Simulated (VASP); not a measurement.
Wanted: the native input for a VASP 6.6.1 run.

```
Task                   : single point
Functional             : BLYP
Potentials or basis    : VASP PAW PBE potentials, release 64 (Rb_sv)
Cutoff                 : 520 eV
k mesh                 : 8 × 8 × 8
Occupations            : fermi-dirac, width 0.1 eV
Spin                   : no spin polarisation
Dipole correction      : no
Further INCAR settings : ALGO = Normal; EDIFF = 1e-06; NBANDS = 10
```

The structure of Rb lies in POSCAR:

```
Rb
1.0
    4.7846459728      0.0000000000      0.0000000000
    0.0000000000      4.7846459728      0.0000000000
    0.0000000000      0.0000000000      4.7846459728
Rb
1
Direct
    0.0000000000      0.0000000000      0.0000000000
```

This isn't the form of Rb at room conditions, which is bcc.

These files were run (other wordings do the same):

INCAR

```
  AGGAC = 1.0
  AGGAX = 1.0
  ALDAC = 0.0
  ALDAX = 1.0
  ALGO = Normal
  EDIFF = 1E-6
  ENCUT = 520
  GGA = B5
  ISIF = 2
  ISMEAR = -1
  LASPH = T
  LCHARG = F
  LREAL = F
  LWAVE = F
  NBANDS = 10
  NELM = 60
  PREC = Accurate
  SIGMA = 0.1
```

KPOINTS

```
k-points
0
Gamma
  8 8 8
```

Potentials or basis: VASP PAW PBE potentials, release 64 (Rb_sv).

Launch:

```bash
$ cat potpaw_PBE.64/Rb_sv/POTCAR > POTCAR
$ mpirun -np 1 vasp_std > vasp.out
```

It gave:

```json
{"Pressure": "0.0 GPa", "Band gap on the k mesh": "zero (an odd number of electrons rules out a gap without spin polarisation)"}
```

Caveat: the PAW data sets were made with another functional, which shifts forces and pressure a little.

It took 72 s on 1 thread of Intel Xeon 8259CL (shared host), peak memory 0.21 GiB.
